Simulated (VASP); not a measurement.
# TiC (I4mm) in VASP: further runs, part 2 of 2

VASP 6.6.1.

### Step 4. Single point, r2SCAN (all C atoms moved -0.050 Å, as atom 2 along Cartesian [0 1 0])

Input file POSCAR:

```
TiC
1.0
    0.0000000000      2.1640000000      2.1640000000
    2.1640000000      0.0000000000      2.1640000000
    2.1640000000      2.1640000000      0.0000000000
Ti C
1 1
Direct
    0.0000000000      0.0000000000      0.0000000000
    0.4884473198      0.5115526802      0.4884473198
```

Input file INCAR.step1:

```
PREC = Accurate ; ENCUT = 520
ISMEAR = 0 ; SIGMA = 0.15
LREAL = F ; LASPH = T
NELM = 80 ; NBANDS = 15
GGA = PE ; ALGO = Normal
EDIFF = 1E-4 ; LWAVE = T
LCHARG = F
```

Input file INCAR.step2:

```
PREC = Accurate ; ENCUT = 520
EDIFF = 1E-6 ; ISMEAR = 0
SIGMA = 0.15 ; LREAL = F
LASPH = T ; NELM = 80
ALGO = Normal ; ISIF = 2
LWAVE = F ; LCHARG = F
METAGGA = R2SCAN ; LMIXTAU = T
NBANDS = 15 ; ISTART = 1
```

Input file KPOINTS:

```
Automatic mesh
0
Gamma
  18 18 18
```

Potentials or basis: VASP PAW PBE potentials, release 64 (Ti_sv, C).

Run with:

```sh
> cat potpaw_PBE.64/Ti_sv/POTCAR potpaw_PBE.64/C/POTCAR > POTCAR
> cp INCAR.step1 INCAR
> mpirun -np 1 vasp_std > vasp.out
> cp INCAR.step2 INCAR
> mpirun -np 1 vasp_std > vasp.out
```

OUTCAR:

```text
PREC = Accurate
   ENCUT = 520
   EDIFF = 1E-6
   ISMEAR = 0
   LREAL = F
   LASPH = T
   NELM = 80
   ISIF = 2
   METAGGA = R2SCAN
   ISTART = 1

 ion  position               nearest neighbor table
   1  0.000  0.000  0.000-   2 2.11   2 2.16   2 2.16   2 2.16   2 2.16   2 2.21
   2  0.488  0.512  0.488-   1 2.11   1 2.16   1 2.16   1 2.16   1 2.16   1 2.21

  LATTYP: Found a face centered cubic cell.
 ALAT       =     4.3280000000

  Lattice vectors:

[... 616 lines left out ...]

 [... further k-points ...]

------------------------ aborting loop because EDIFF is reached ----------------------------------------

  FORCE on cell =-STRESS in cart. coord.  units (eV):
  Direction    XX          YY          ZZ          XY          YZ          ZX
  --------------------------------------------------------------------------------------
  -------------------------------------------------------------------------------------
  Total        0.1227907      0.2131957      0.1227907     -0.0000000     -0.0000000      0.0000000
  in kB        9.7067569     16.8533881      9.7067569     -0.0000000     -0.0000000      0.0000000
  external PRESSURE =      12.0889673 kB  Pullay stress =       0.0000000 kB

 VOLUME and BASIS-vectors are now :
 -----------------------------------------------------------------------------
  energy-cutoff  :      520.00
  volume of cell :       20.27
      direct lattice vectors                 reciprocal lattice vectors
     0.000000000  2.164000000  2.164000000    -0.231053604  0.231053604  0.231053604
     2.164000000  0.000000000  2.164000000     0.231053604 -0.231053604  0.231053604
     2.164000000  2.164000000  0.000000000     0.231053604  0.231053604 -0.231053604

 POSITION                                       TOTAL-FORCE (eV/Angst)
 -----------------------------------------------------------------------------------
      0.00000      0.00000      0.00000         0.000000     -0.466843      0.000000
      2.16400      2.11400      2.16400         0.000000      0.466843      0.000000
 -----------------------------------------------------------------------------------
    total drift:                               -0.000000     -0.000529     -0.000000

  FREE ENERGIE OF THE ION-ELECTRON SYSTEM (eV)
  ---------------------------------------------------
  free  energy   TOTEN  =       -24.8586774437 eV

  energy  without entropy=      -24.8557668380  energy(sigma->0) =      -24.85722214
```

OUTCAR.step1:

```text
PREC = Accurate
   ENCUT = 520
   ISMEAR = 0
   LREAL = F
   LASPH = T
[... 652 lines left out ...]
 -----------------------------------------------------------------------------------
      0.00000      0.00000      0.00000         0.000000     -0.469571      0.000000
      2.16400      2.11400      2.16400         0.000000      0.469571      0.000000
 -----------------------------------------------------------------------------------
    total drift:                               -0.000000     -0.000211     -0.000000

  FREE ENERGIE OF THE ION-ELECTRON SYSTEM (eV)
  ---------------------------------------------------
  free  energy   TOTEN  =       -18.6989097454 eV

  energy  without entropy=      -18.6955579771  energy(sigma->0) =      -18.69723386
```

OSZICAR.step1:

```text
N       E                     dE             d eps       ncg     rms          rms(c)
DAV:   1     0.118574610165E+03    0.11857E+03   -0.79331E+03 14444   0.127E+03
DAV:   2    -0.166965913283E+02   -0.13527E+03   -0.12660E+03 15415   0.336E+02
DAV:   3    -0.240652700295E+02   -0.73687E+01   -0.72541E+01 18657   0.773E+01
DAV:   4    -0.242996626656E+02   -0.23439E+00   -0.23419E+00 17767   0.127E+01
DAV:   5    -0.243059931252E+02   -0.63305E-02   -0.63285E-02 18900   0.183E+00    0.183E+01
DAV:   6    -0.193120530059E+02    0.49939E+01   -0.11814E+01 20599   0.563E+01    0.691E+00
DAV:   7    -0.187339674934E+02    0.57809E+00   -0.21389E+00 16904   0.208E+01    0.493E+00
DAV:   8    -0.187101344930E+02    0.23833E-01   -0.10593E-01 16500   0.345E+00    0.341E+00
DAV:   9    -0.187025082745E+02    0.76262E-02   -0.96672E-02 19709   0.430E+00    0.753E-01
DAV:  10    -0.187010205301E+02    0.14877E-02   -0.11713E-02 19304   0.140E+00    0.642E-01
DAV:  11    -0.186990501092E+02    0.19704E-02   -0.28882E-03 16773   0.756E-01    0.175E-01
DAV:  12    -0.186989199471E+02    0.13016E-03   -0.29585E-04 18401   0.227E-01    0.417E-02
DAV:  13    -0.186989097454E+02    0.10202E-04   -0.44048E-05  8640   0.669E-02
   1 F= -.18698910E+02 E0= -.18697234E+02  d E =-.335177E-02
```

Run time: 8.5 min. Hardware: 1 thread of Intel Xeon 8259CL, shared host; peak memory 0.27 GiB.

Results:

| Property | Result |
| --- | --- |
| Free energy | -24.8587 eV |
| Pressure | 1.2 GPa |
| Largest force | 0.467 eV/Å |
| Band gap on the k mesh | zero (bands 8 and 9 overlap by 1.34 eV) |

Forces on the atoms (eV/Å):
```
Ti   0.000 -0.467  0.000
C    0.000  0.467  0.000
```

Levels at points of the mesh, in eV from the Fermi level:
```
           k point  band 4  band 5  band 6  band 7  band 8  band 9  band 10  band 11  band 12  band 13
(0.00, 0.00, 0.00)  -33.97  -13.23    0.73    0.73    0.85    1.22     1.71     1.78     1.78     2.15
(0.50, 0.00, 0.00)  -34.01   -9.72   -6.12   -3.15   -3.15    3.13     3.13     4.37     8.26     8.50
(0.50, 0.50, 0.00)  -34.14  -10.96   -3.71   -1.63   -0.18   -0.06     2.75     3.76     3.76     5.96
(0.50, 0.00, 0.50)  -34.14  -10.96   -3.70   -1.54   -0.16   -0.16     2.73     3.76     3.76     5.94
```

Caveat: the cell differs from its parent crystal (all C atoms moved -0.050 Å, as atom 2 along Cartesian [0 1 0]); the PAW data sets were made with another functional, which shifts forces and pressure a little.

### Step 5. Single point, r2SCAN (all C atoms moved +0.025 Å, as atom 2 along Cartesian [0 1 0])

Edit POSCAR of step 4 so:

```diff
@@ -9,2 +9,2 @@
     0.0000000000      0.0000000000      0.0000000000
-    0.4884473198      0.5115526802      0.4884473198
+    0.5057763401      0.4942236599      0.5057763401
```

Input file INCAR.step1:

```
PREC     = Accurate       # precision mode
ENCUT    = 520            # plane-wave cutoff, eV
ISMEAR   = 0              # smearing method
SIGMA    = 0.15           # smearing width, eV
LREAL    = False          # projectors in reciprocal space
LASPH    = True           # aspherical terms in the spheres
NELM     = 60             # most SCF steps
NBANDS   = 15             # bands
GGA      = PE             # functional
ALGO     = Normal         # electronic algorithm
EDIFF    = 1E-4           # SCF threshold, eV
LWAVE    = True           # write WAVECAR
LCHARG   = False          # write CHGCAR
```

Input file INCAR.step2:

```
PREC     = Accurate       # precision mode
ENCUT    = 520            # plane-wave cutoff, eV
EDIFF    = 1E-6           # SCF threshold, eV
ISMEAR   = 0              # smearing method
SIGMA    = 0.15           # smearing width, eV
LREAL    = False          # projectors in reciprocal space
LASPH    = True           # aspherical terms in the spheres
NELM     = 60             # most SCF steps
ALGO     = Normal         # electronic algorithm
ISIF     = 2              # what is computed and relaxed
LWAVE    = False          # write WAVECAR
LCHARG   = True           # write CHGCAR
METAGGA  = R2SCAN         # meta-GGA
LMIXTAU  = True         
LELF     = True           # ELF
LVHAR    = True         
NBANDS   = 15             # bands
ISTART   = 1
```

Input file KPOINTS:

```
regular mesh
0
Gamma
  18 18 18
```

Run with:

```sh
> cat potpaw_PBE.64/Ti_sv/POTCAR potpaw_PBE.64/C/POTCAR > POTCAR
> cp INCAR.step1 INCAR
> mpirun -np 1 vasp_std > vasp.out
> cp INCAR.step2 INCAR
> mpirun -np 1 vasp_std > vasp.out
```

Wall time 8.9 min (1 thread of Intel Xeon 8259CL, shared host); peak memory 0.27 GiB.

It converged, with:

* Free energy: -24.8674 eV
* Pressure: 1.0 GPa
* Largest force: 0.234 eV/Å
* Band gap on the k mesh: zero (bands 8 and 9 overlap by 1.34 eV)

Forces in eV/Å, atoms in the order of the input:
```
Ti   0.000  0.234  0.000
C    0.000 -0.234  0.000
```

Stress tensor (GPa, compression positive):
```
0.93 0.00 0.00
0.00 1.11 0.00
0.00 0.00 0.93
```

Levels at points of the mesh, in eV from the Fermi level:
```csv
k point,band 5,band 6,band 7,band 8,band 9,band 10,band 11,band 12
"(0.00, 0.00, 0.00)",-13.23,0.82,0.82,0.86,1.45,1.69,1.69,1.71
"(0.50, 0.00, 0.00)",-9.71,-6.11,-3.15,-3.15,3.14,3.14,4.38,8.42
"(0.50, 0.50, 0.00)",-10.96,-3.70,-1.56,-0.16,-0.13,2.74,3.77,3.77
"(0.50, 0.00, 0.50)",-10.96,-3.69,-1.53,-0.15,-0.15,2.73,3.77,3.77
```

Caveat: the cell differs from its parent crystal (all C atoms moved +0.025 Å, as atom 2 along Cartesian [0 1 0]); the PAW data sets were made with another functional, which shifts forces and pressure a little.

### Step 6. Single point, r2SCAN (all C atoms moved +0.087 Å, as atom 2 along Cartesian [0 1 0])

Edit POSCAR of step 5 so:

```diff
@@ -9,2 +9,2 @@
     0.0000000000      0.0000000000      0.0000000000
-    0.5057763401      0.4942236599      0.5057763401
+    0.5202171904      0.4797828096      0.5202171904
```

Input file INCAR.step1:

```
SYSTEM = TiC
  PREC = Accurate
  ENCUT = 520
  ISMEAR = 0
  SIGMA = 0.15
  LREAL = .FALSE.
  LASPH = .TRUE.
  NELM = 100
  NBANDS = 15
  GGA = PE
  ALGO = Normal
  EDIFF = 1E-4
  LWAVE = .TRUE.
  LCHARG = .FALSE.
```

Input file INCAR.step2:

```
SYSTEM = TiC
  PREC = Accurate
  ENCUT = 520
  EDIFF = 1E-7
  ISMEAR = 0
  SIGMA = 0.15
  LREAL = .FALSE.
  LASPH = .TRUE.
  NELM = 100
  ALGO = Normal
  ISIF = 2
  LWAVE = .FALSE.
  LCHARG = .TRUE.
  METAGGA = R2SCAN
  LMIXTAU = .TRUE.
  LELF = .TRUE.
  LVHAR = .TRUE.
  NBANDS = 15
  ISTART = 1
```

Input file KPOINTS:

```
Automatic mesh
0
G
  18 18 18
  0 0 0
```

Potentials or basis: VASP PAW PBE potentials, release 64 (Ti_sv, C).

Run with:

```sh
> cat potpaw_PBE.64/Ti_sv/POTCAR potpaw_PBE.64/C/POTCAR > POTCAR
> cp INCAR.step1 INCAR
> mpirun -np 1 vasp_std > vasp.out
> cp INCAR.step2 INCAR
> mpirun -np 1 vasp_std > vasp.out
```

It took 11 min on 1 thread of Intel Xeon 8259CL, shared host; peak memory 0.27 GiB.

Results (log left out):

```
Free energy            : -24.8350 eV
Pressure               : 1.8 GPa
Largest force          : 0.792 eV/Å
Band gap on the k mesh : zero (bands 8 and 9 overlap by 1.37 eV)
```

Forces on the atoms (eV/Å):
```
Ti   0.000  0.792  0.000
C    0.000 -0.792  0.000
```

Stress tensor (GPa, compression positive):
```
1.12 0.00 0.00
0.00 3.27 0.00
0.00 0.00 1.12
```

Levels at points of the mesh, in eV from the Fermi level:
```
           k point  band 5  band 6  band 7  band 8  band 9  band 10  band 11  band 12
(0.00, 0.00, 0.00)  -13.25    0.52    0.52    0.82    0.87     1.68     1.94     1.94
(0.50, 0.00, 0.00)   -9.75   -6.14   -3.18   -3.16    3.09     3.11     4.35     7.99
(0.50, 0.50, 0.00)  -10.98   -3.73   -1.81   -0.25    0.09     2.79     3.73     3.74
(0.50, 0.00, 0.50)  -10.98   -3.70   -1.57   -0.19   -0.19     2.70     3.74     3.74
```

Caveat: the cell differs from its parent crystal (all C atoms moved +0.087 Å, as atom 2 along Cartesian [0 1 0]); the PAW data sets were made with another functional, which shifts forces and pressure a little.

### Step 7. The runs side by side

```csv
cell,gap on the mesh (eV),pressure (GPa),largest force (eV/Å)
"as given, atomic positions A",none,2.1,0.90
"as given, atomic positions B",none,1.6,0.69
"as given, atomic positions C",none,1.2,0.47
"as given, atomic positions D",none,1.0,0.23
"as given, atomic positions E",none,1.8,0.79
```

Alike in all rows: task single point; level r2SCAN; potentials or basis VASP PAW PBE potentials, release 64 (Ti_sv, C); no spin polarisation; k mesh 18 × 18 × 18; cutoff (eV) 520; smearing gaussian 0.15 eV.

Caveats: the PAW data sets were made with another functional, which shifts forces and pressure a little.

Absolute energies hang on the potentials; compare differences alone.
